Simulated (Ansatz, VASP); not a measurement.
## One calculation of Ge, two programs

The input INCAR:

```
PREC     = Accurate       # precision mode
ENCUT    = 500            # plane-wave cutoff, eV
EDIFF    = 1E-6           # SCF threshold, eV
ISMEAR   = 0              # smearing method
SIGMA    = 0.01           # smearing width, eV
LREAL    = F              # projectors in reciprocal space
LASPH    = T              # aspherical terms in the spheres
NELM     = 120            # most SCF steps
ALGO     = Normal         # electronic algorithm
ISIF     = 2              # what is computed and relaxed
LWAVE    = F              # write WAVECAR
LCHARG   = F              # write CHGCAR
GGA      = PE             # functional
NBANDS   = 21             # bands
GGA_COMPAT= F
```

Contents of KPOINTS:

```
regular mesh
0
Gamma
  10 10 10
```

POSCAR

```
Ge
1.0
    0.0000000000      2.9093124664      2.8601690740
    2.9093124664      0.0000000000      2.8601690740
    2.9093124664      2.9093124664      0.0000000000
Ge
2
Direct
    0.0000000000      0.0000000000      0.0000000000
    0.2500000000      0.2500000000      0.2500000000
```

Input for Ansatz:

```yaml
crystal:
  lattice:
    - [0.0, 2.9093124664, 2.860169074]
    - [2.9093124664, 0.0, 2.860169074]
    - [2.9093124664, 2.9093124664, 0.0]
  atoms:
    - { symbol: Ge, position: [0.0, 0.0, 0.0] }
    - { symbol: Ge, position: [0.25, 0.25, 0.25] }
basis:
  ecutwfc: 420
kpoints:
  mp_grid: { grid: [10, 10, 10] }
  band_path:
    path:
      - [0.0, 0.0, 0.0]
      - [0.0, 0.0, 0.0]
      - [0.4005234657, 0.4005234657, 0.0]
      - [0.0, 0.4039727383, 0.4039727383]
      - [0.5, 0.5, 0.5]
      - [0.0, 0.0, 0.5]
      - [0.0039289522, 0.0039289522, 0.0078579044]
      - [-0.0039289522, -0.0039289522, -0.0078579044]
      - [0.0039289522, 0.0039289522, 0.0078579044]
      - [-0.0039289522, -0.0039289522, -0.0078579044]
    npoints: 1
hamiltonian:
  xc: pbe
scf:
  occupations: { method: gaussian, width: 0.01 }
  n_extra_bands: 5
output:
  forces: true
  stress: true
  eigenvalues: true
```

Alike in both runs: task single point; functional PBE; k mesh 10 × 10 × 10; occupations gaussian, width 0.01 eV; no spin polarisation.

```csv
,VASP,Ansatz
version,VASP 6.6.1,Ansatz 0.2.0
potentials or method,"VASP PAW PBE potentials, release 64 (Ge_d), cutoff 500 eV","scalar-relativistic, plane waves, PAW"
valence electrons in the cell,28,28
```

|  | VASP | Ansatz | Ansatz less VASP |
| --- | --- | --- | --- |
| gap on the k mesh at the Fermi level (eV) | 0.03 | 0.02 | -0.003 |
| least direct gap on the mesh (eV) | 0.12 | 0.12 | 0.000 |
| pressure (GPa) | -0.9 | -0.8 | +0.10 |
| traceless stress, the component that is largest in VASP (GPa) | 0.72 | 0.72 | -0.002 |
